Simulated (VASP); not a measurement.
The system is GaP2.

```
Ga P
1.0
     5.95000    0.00000    0.00000
     0.00000    5.95000    0.00000
     0.00000    0.00000    5.95000
Ga P
4 8
Direct
  0.00000 0.00000 0.00000
  0.50000 0.00000 0.50000
  0.00000 0.50000 0.50000
  0.50000 0.50000 0.00000
  0.10700 0.60700 0.89300
  0.89300 0.39300 0.10700
  0.89300 0.10700 0.60700
  0.10700 0.89300 0.39300
  0.60700 0.89300 0.10700
  0.39300 0.10700 0.89300
  0.60700 0.60700 0.60700
  0.39300 0.39300 0.39300
```

```yaml
Program: VASP 6.6.1
Task: relaxation of cell and atoms
Functional: PBE
Potentials_or_basis: VASP PAW PBE potentials, release 64 (Ga_d, P)
Cutoff: 600 eV
k_mesh: 3 × 3 × 3
Occupations: gaussian, width 0.2 eV
Spin: no spin polarisation
```

At the start: pressure 1.4 GPa; volume 17.55 Å³/atom.

Task: How do energy, volume and symmetry change on relaxing?

Result: Over 3 steps the energy falls by 16.5 meV/atom and the volume is 18.09 Å³/atom (+3.0 %); space group Pa-3 (No. 205, to 0.05 Å).

The path:
```
step  energy change (eV)  largest force (eV/Å)  pressure (GPa)  volume (Å³)
   1              0.0000                0.7837            1.39       210.64
   2             -0.1829                0.2127            0.60       215.32
   3             -0.1985                0.0403            0.45       217.06
```

Final structure:
```
Ga P
1.0
     6.00979    0.00000    0.00000
     0.00000    6.00979    0.00000
     0.00000    0.00000    6.00979
Ga P
4 8
Direct
  0.00000 0.00000 0.00000
  0.50000 0.00000 0.50000
  0.00000 0.50000 0.50000
  0.50000 0.50000 0.00000
  0.10199 0.60199 0.89801
  0.89801 0.39801 0.10199
  0.89801 0.10199 0.60199
  0.10199 0.89801 0.39801
  0.60199 0.89801 0.10199
  0.39801 0.10199 0.89801
  0.60199 0.60199 0.60199
  0.39801 0.39801 0.39801
```

Caveat: the relaxation stopped at a loose force limit of 0.08 eV/Å, so its end isn't a converged minimum.
